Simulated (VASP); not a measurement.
# BeZnF4 (F-43m) in VASP: vibrations by perturbation theory with PBE

Aim: the vibrations by perturbation theory of BeZnF4 with PBE.

All numbers are computed with VASP 6.6.1; they aren't measurements. Logs are shortened: lines on timing, memory, paths and dates and some standing lists are left out, and cuts for length are marked.

## (1) The cell of the first run

Symmetry: F-43m, No. 216, cubic system. The conventional cell has a = 8.029 Å, b = 8.029 Å, c = 8.029 Å, α = 90.00°, β = 90.00°, γ = 90.00°. Be (site symmetry -43m) has 4 F at 1.56 Å within 2.1 Å. Zn (site symmetry -43m) has 4 F at 1.91 Å within 2.5 Å. F (site symmetry 3m) has 1 Be at 1.56 Å and 1 Zn at 1.91 Å within 2.1 Å.

## (2) Vibrations by perturbation theory, PBE

Input file INCAR:

```
PREC     = Accurate       # precision mode
ENCUT    = 520            # plane-wave cutoff, eV
EDIFF    = 1E-8           # SCF threshold, eV
ISMEAR   = 0              # smearing method
SIGMA    = 0.01           # smearing width, eV
LREAL    = F              # projectors in reciprocal space
LASPH    = T              # aspherical terms in the spheres
NELM     = 100            # most SCF steps
ALGO     = Normal         # electronic algorithm
ISIF     = 2              # what is computed and relaxed
LWAVE    = F              # write WAVECAR
LCHARG   = F              # write CHGCAR
GGA      = PE             # functional
NBANDS   = 30             # bands
IBRION   = 8              # ionic algorithm
NSW      = 1              # ionic steps
LEPSILON = T              # dielectric tensor by DFPT
```

Input file KPOINTS:

```
regular mesh
0
Gamma
  6 6 6
```

Input file POSCAR:

```
BeZnF4
1.0
    0.0000000000      4.0145318194      4.0145318194
    4.0145318194      0.0000000000      4.0145318194
    4.0145318194      4.0145318194      0.0000000000
Be Zn F
1 1 4
Direct
    0.7500000000      0.7500000000      0.7500000000
    0.5000000000      0.5000000000      0.5000000000
    0.6376780933      0.6376780933      0.6376780933
    0.6376780933      0.6376780933      0.0869657202
    0.6376780933      0.0869657202      0.6376780933
    0.0869657202      0.6376780933      0.6376780933
```

Potentials or basis: VASP PAW PBE potentials, release 64 (Be, Zn, F).

Started as:

```console
cat potpaw_PBE.64/Be/POTCAR potpaw_PBE.64/Zn/POTCAR potpaw_PBE.64/F/POTCAR > POTCAR
mpirun -np 1 vasp_std > vasp.out
```

OUTCAR:

```text
PREC = Accurate
   ENCUT = 520
   EDIFF = 1E-8
   ISMEAR = 0
   LREAL = F
   LASPH = T
   NELM = 100
   ISIF = 2
   GGA = PE
   IBRION = 8
   NSW = 1
   LEPSILON = T

 ion  position               nearest neighbor table
   1  0.750  0.750  0.750-   3 1.56   4 1.56   5 1.56   6 1.56
   2  0.500  0.500  0.500-   4 1.91   5 1.91   6 1.91   3 1.91
   3  0.638  0.638  0.638-   1 1.56   2 1.91
   4  0.638  0.638  0.087-   1 1.56   2 1.91
   5  0.638  0.087  0.638-   1 1.56   2 1.91
   6  0.087  0.638  0.638-   1 1.56   2 1.91

  LATTYP: Found a face centered cubic cell.
 ALAT       =     8.0290636388

  Lattice vectors:

 A1 = (   0.0000000000,   4.0145318194,   4.0145318194)
 A2 = (   4.0145318194,   0.0000000000,   4.0145318194)
 A3 = (   4.0145318194,   4.0145318194,   0.0000000000)

Analysis of symmetry for initial positions (statically):
=====================================================================
 Subroutine PRICEL returns:
 Original cell was already a primitive cell.

 Routine SETGRP: Setting up the symmetry group for a
 face centered cubic supercell.

 Subroutine GETGRP returns: Found 24 space group operations
 (whereof 24 operations were pure point group operations)
 out of a pool of 48 trial point group operations.

The static configuration has the point symmetry T_d .

Analysis of symmetry for dynamics (positions and initial velocities):
=====================================================================
 Subroutine PRICEL returns:
 Original cell was already a primitive cell.

 Routine SETGRP: Setting up the symmetry group for a
 face centered cubic supercell.

 Subroutine GETGRP returns: Found 24 space group operations
 (whereof 24 operations were pure point group operations)
 out of a pool of 48 trial point group operations.

The dynamic configuration has the point symmetry T_d .

 Subroutine INISYM returns: Found 24 space group operations
 (whereof 24 operations are pure point group operations),
 and found     1 'primitive' translations

----------------------------------------------------------------------------------------

                                     Primitive cell

  volume of cell :     129.4001

  direct lattice vectors                    reciprocal lattice vectors
     0.000000000  4.014531819  4.014531819    -0.124547524  0.124547524  0.124547524
     4.014531819  0.000000000  4.014531819     0.124547524 -0.124547524  0.124547524
[... 759 lines left out ...]
  --------------------------------------------------------------------------------
  x    -0.00000    -0.00000    -0.00000     0.00000    -0.25677     0.00000
  y     0.00000     0.00000     0.00000     0.00000     0.00000    -0.25677
  z     0.00000     0.00000     0.00000    -0.25677     0.00000     0.00000

 PIEZOELECTRIC TENSOR (including local field effects)  for field in x, y, z        (C/m^2)
          XX          YY          ZZ          XY          YZ          ZX
  --------------------------------------------------------------------------------
  x    -0.00000    -0.00000    -0.00000     0.00000    -0.03179     0.00000
  y     0.00000     0.00000     0.00000     0.00000     0.00000    -0.03179
  z     0.00000     0.00000     0.00000    -0.03179     0.00000     0.00000

 BORN EFFECTIVE CHARGES (including local field effects) (in |e|, cummulative output)
 ---------------------------------------------------------------------------------
 ion    1
    1     1.95864     0.00000    -0.00000
    2     0.00000     1.95864    -0.00000
    3    -0.00000     0.00000     1.95864
 ion    2
    1     1.98852     0.00000    -0.00000
    2     0.00000     1.98852     0.00000
    3    -0.00000     0.00000     1.98852
 ion    3
    1    -0.98679    -0.40100    -0.40100
    2    -0.40100    -0.98679    -0.40100
    3    -0.40100    -0.40100    -0.98679
 ion    4
    1    -0.98679    -0.40100     0.40100
    2    -0.40100    -0.98679     0.40100
    3     0.40100     0.40100    -0.98679
 ion    5
    1    -0.98679     0.40100    -0.40100
    2     0.40100    -0.98679     0.40100
    3    -0.40100     0.40100    -0.98679
 ion    6
    1    -0.98679     0.40100     0.40100
    2     0.40100    -0.98679    -0.40100
    3     0.40100    -0.40100    -0.98679

 INTERNAL STRAIN TENSOR FOR ION    6 for displacements in x,y,z  (eV/Angst):
          X           Y           Z          XY          YZ          ZX
  --------------------------------------------------------------------------------
  x     1.68769    -0.30367    -0.30367    -0.55267    -0.82834    -0.57761
  y     0.30367    -1.68769     0.30367     0.57761    -0.55267    -0.82834
  z     0.30367     0.30367    -1.68769    -0.82834    -0.57761     0.55267

 SECOND DERIVATIVES (NOT SYMMETRIZED)
 ------------------------------------
               1X          1Y          1Z          2X          2Y          2Z          3X          3Y          3Z          4X          4Y          4Z          5X          5Y          5Z          6X          6Y          6Z
  1X   -15.047767    0.000000   -0.000000    3.448510    0.000000   -0.000000    2.899814    1.927288    1.927288    2.899814    1.927288   -1.927288    2.899814   -1.927288    1.927288    2.899814   -1.927288   -1.927288
  1Y     0.000000  -15.047767    0.000000    0.000000    3.448510    0.000000    1.927288    2.899814    1.927288    1.927288    2.899814   -1.927288   -1.927288    2.899814   -1.927288   -1.927288    2.899814    1.927288
  1Z    -0.000000    0.000000  -15.047767   -0.000000    0.000000    3.448510    1.927288    1.927288    2.899814   -1.927288   -1.927288    2.899814    1.927288   -1.927288    2.899814   -1.927288    1.927288    2.899814
  2X     3.448836    0.000000    0.000000  -11.902215    0.000000    0.000000    2.113345    2.546579    2.546579    2.113345    2.546579   -2.546579    2.113345   -2.546579    2.546579    2.113345   -2.546579   -2.546579
  2Y    -0.000000    3.448836    0.000000    0.000000  -11.902215   -0.000000    2.546579    2.113345    2.546579    2.546579    2.113345   -2.546579   -2.546579    2.113345   -2.546579   -2.546579    2.113345    2.546579
  2Z     0.000000    0.000000    3.448836   -0.000000   -0.000000  -11.902215    2.546579    2.546579    2.113345   -2.546579   -2.546579    2.113345    2.546579   -2.546579    2.113345   -2.546579    2.546579    2.113345
  3X     2.913523    1.905109    1.905109    2.088358    2.569313    2.569313   -8.323078   -6.685982   -6.685982    1.872068    2.220876   -0.386976    1.872068   -0.386976    2.220876   -0.422938    0.377661    0.377661
  3Y     1.905109    2.913523    1.905109    2.569313    2.088358    2.569313   -6.685982   -8.323078   -6.685982    2.220876    1.872068   -0.386976    0.377661   -0.422938    0.377661   -0.386976    1.872068    2.220876
  3Z     1.905109    1.905109    2.913523    2.569313    2.569313    2.088358   -6.685982   -6.685982   -8.323078    0.377661    0.377661   -0.422938    2.220876   -0.386976    1.872068   -0.386976    2.220876    1.872068
  4X     2.913523    1.905109   -1.905109    2.088358    2.569313   -2.569313    1.872068    2.220876    0.386976   -8.323078   -6.685982    6.685982   -0.422938    0.377661   -0.377661    1.872068   -0.386976   -2.220876
  4Y     1.905109    2.913523   -1.905109    2.569313    2.088358   -2.569313    2.220876    1.872068    0.386976   -6.685982   -8.323078    6.685982   -0.386976    1.872068   -2.220876    0.377661   -0.422938   -0.377661
  4Z    -1.905109   -1.905109    2.913523   -2.569313   -2.569313    2.088358   -0.377661   -0.377661   -0.422938    6.685982    6.685982   -8.323078    0.386976   -2.220876    1.872068   -2.220876    0.386976    1.872068
  5X     2.913523   -1.905109    1.905109    2.088358   -2.569313    2.569313    1.872068    0.386976    2.220876   -0.422938   -0.377661    0.377661   -8.323078    6.685982   -6.685982    1.872068   -2.220876   -0.386976
  5Y    -1.905109    2.913523   -1.905109   -2.569313    2.088358   -2.569313   -0.377661   -0.422938   -0.377661    0.386976    1.872068   -2.220876    6.685982   -8.323078    6.685982   -2.220876    1.872068    0.386976
  5Z     1.905109   -1.905109    2.913523    2.569313   -2.569313    2.088358    2.220876    0.386976    1.872068   -0.386976   -2.220876    1.872068   -6.685982    6.685982   -8.323078    0.377661   -0.377661   -0.422938
  6X     2.913523   -1.905109   -1.905109    2.088358   -2.569313   -2.569313   -0.422938   -0.377661   -0.377661    1.872068    0.386976   -2.220876    1.872068   -2.220876    0.386976   -8.323078    6.685982    6.685982
  6Y    -1.905109    2.913523    1.905109   -2.569313    2.088358    2.569313    0.386976    1.872068    2.220876   -0.377661   -0.422938    0.377661   -2.220876    1.872068   -0.386976    6.685982   -8.323078   -6.685982
  6Z    -1.905109    1.905109    2.913523   -2.569313    2.569313    2.088358    0.386976    2.220876    1.872068   -2.220876   -0.386976    1.872068   -0.377661    0.377661   -0.422938    6.685982   -6.685982   -8.323078

 Eigenvectors and eigenvalues of the dynamical matrix
 ----------------------------------------------------

   1 f  =   22.156660 THz   139.214399 2PiTHz  739.066614 cm-1    91.632540 meV
             X         Y         Z           dx          dy          dz
      6.021798  6.021798  6.021798     0.487767    0.719210   -0.047780
      4.014532  4.014532  4.014532    -0.002321   -0.003422    0.000227
      5.119958  5.119958  5.119958    -0.190310   -0.192698   -0.184784
      2.909106  2.909106  5.119958    -0.205583   -0.207971    0.201043
      2.909106  5.119958  2.909106     0.039596   -0.052050    0.045122
      5.119958  2.909106  2.909106     0.024322   -0.036777   -0.028862
[... 145 lines left out ...]
  18 f/i=    1.764725 THz    11.088095 2PiTHz   58.864894 cm-1     7.298313 meV
             X         Y         Z           dx          dy          dz
      6.021798  6.021798  6.021798     0.000000   -0.000000   -0.000000
      4.014532  4.014532  4.014532     0.000000   -0.000000   -0.000000
      5.119958  5.119958  5.119958    -0.112662    0.424958   -0.312296
      2.909106  2.909106  5.119958     0.439187   -0.126891    0.312296
      2.909106  5.119958  2.909106    -0.439187   -0.424958    0.014228
      5.119958  2.909106  2.909106     0.112662    0.126891   -0.014228

--------------------------------------------------------------------------------------------------------

 MACROSCOPIC STATIC DIELECTRIC TENSOR IONIC CONTRIBUTION
 ------------------------------------------------------
           1.481347    -0.000000    -0.000000
          -0.000000     1.481347     0.000000
          -0.000000     0.000000     1.481347
 ------------------------------------------------------

 ELASTIC MODULI CONTR FROM IONIC RELAXATION (kBar)
 Direction    XX          YY          ZZ          XY          YZ          ZX
 --------------------------------------------------------------------------------
 XX         -47.0569     22.6205     22.6205      0.0000      0.0000     -0.0000
 YY          22.6205    -47.0569     22.6205     -0.0000      0.0000     -0.0000
 ZZ          22.6205     22.6205    -47.0569     -0.0000     -0.0000      0.0000
 XY           0.0000      0.0000     -0.0000   -317.4433      0.0000     -0.0000
 YZ           0.0000      0.0000     -0.0000      0.0000   -317.4433     -0.0000
 ZX          -0.0000      0.0000      0.0000     -0.0000      0.0000   -317.4433
 --------------------------------------------------------------------------------

 PIEZOELECTRIC TENSOR IONIC CONTR  for field in x, y, z        (C/m^2)
          XX          YY          ZZ          XY          YZ          ZX
  --------------------------------------------------------------------------------
  x    -0.00000    -0.00000     0.00000    -0.00000     0.29746    -0.00000
  y     0.00000    -0.00000    -0.00000     0.00000     0.00000     0.29746
  z    -0.00000    -0.00000     0.00000     0.29746    -0.00000    -0.00000
```

It took 17 min on 1 thread of Intel Xeon 6975P-C (Granite Rapids), shared host; peak memory 0.77 GiB.

Results:

| Property | Result |
| --- | --- |
| Electronic dielectric tensor (diagonal) | 1.59 |
| Born charges (mean of the diagonal) | Be +1.96; Zn +1.99; F -0.99 e |
| Highest phonon frequency at Γ, LO-TO splitting left out | 739 cm⁻¹ |
| Most unstable mode | 59i cm⁻¹ |

Phonon frequencies in cm⁻¹ (negative: imaginary):
```csv
q point,frequencies
"(0.000, 0.000, 0.000)",-59 -59 -59 -1 -1 -1 193 193 193 201 201 470 470 470 675 739 739 739
```

Electronic dielectric tensor:
```
1.59 0.00 0.00
0.00 1.59 0.00
0.00 0.00 1.59
```

Born effective charge tensors (e):
atom 1, Be
```
1.96 0.00 0.00
0.00 1.96 0.00
0.00 0.00 1.96
```
atom 2, Zn
```
1.99 0.00 0.00
0.00 1.99 0.00
0.00 0.00 1.99
```
atom 3, F
```
-0.99 -0.40 -0.40
-0.40 -0.99 -0.40
-0.40 -0.40 -0.99
```
atom 4, F
```
-0.99 -0.40  0.40
-0.40 -0.99  0.40
 0.40  0.40 -0.99
```
atom 5, F
```
-0.99  0.40 -0.40
 0.40 -0.99  0.40
-0.40  0.40 -0.99
```
atom 6, F
```
-0.99  0.40  0.40
 0.40 -0.99 -0.40
 0.40 -0.40 -0.99
```

Caveat: some modes are imaginary.
